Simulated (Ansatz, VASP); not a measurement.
## One calculation of SnPb2O3, two programs

```
CELL_PARAMETERS angstrom
4.49944 0.00000 0.00000
-2.24972 3.89663 0.00000
0.00000 0.00000 8.22838
ATOMIC_POSITIONS crystal
Sn 0.66667 0.33333 0.00000
Pb 0.66667 0.33333 0.50000
Pb 0.00000 0.00000 0.50000
O 0.33333 0.66667 0.50000
O 0.66667 0.33333 0.25153
O 0.66667 0.33333 0.74847
```

Alike in both runs: task relaxation of cell and atoms; functional PBE; k mesh 6 × 6 × 2; occupations gaussian, width 0.1 eV; no spin polarisation.

```csv
,VASP,Ansatz
version,VASP 6.6.1,Ansatz 0.2.0
potentials or method,"VASP PAW PBE potentials, release 64 (Sn_d, Pb_d, O), cutoff 600 eV","scalar-relativistic, plane waves, PAW"
valence electrons in the cell,60,60
```

Ansatz gave:

```
gap on the k mesh at the Fermi level, each at its own relaxed structure (eV)  : none
relaxed volume (Å³/atom)                                                      : 31.42
relaxed length of the cell vector where the two differ most in proportion (Å) : 8.598
```

Question: Estimate VASP's values.

Answer: gap on the k mesh at the Fermi level, each at its own relaxed structure (eV): none; relaxed volume (Å³/atom): 31.41; relaxed length of the cell vector where the two differ most in proportion (Å): 8.607.

A gap of «none» marks a metal or a gap that the smearing closes.

The k mesh is coarse, so the values compare programs but aren't converged. Spin-orbit coupling is off throughout. Noted on VASP's run: the volume moved by over 15 % at a fixed basis, so the end points are rough.
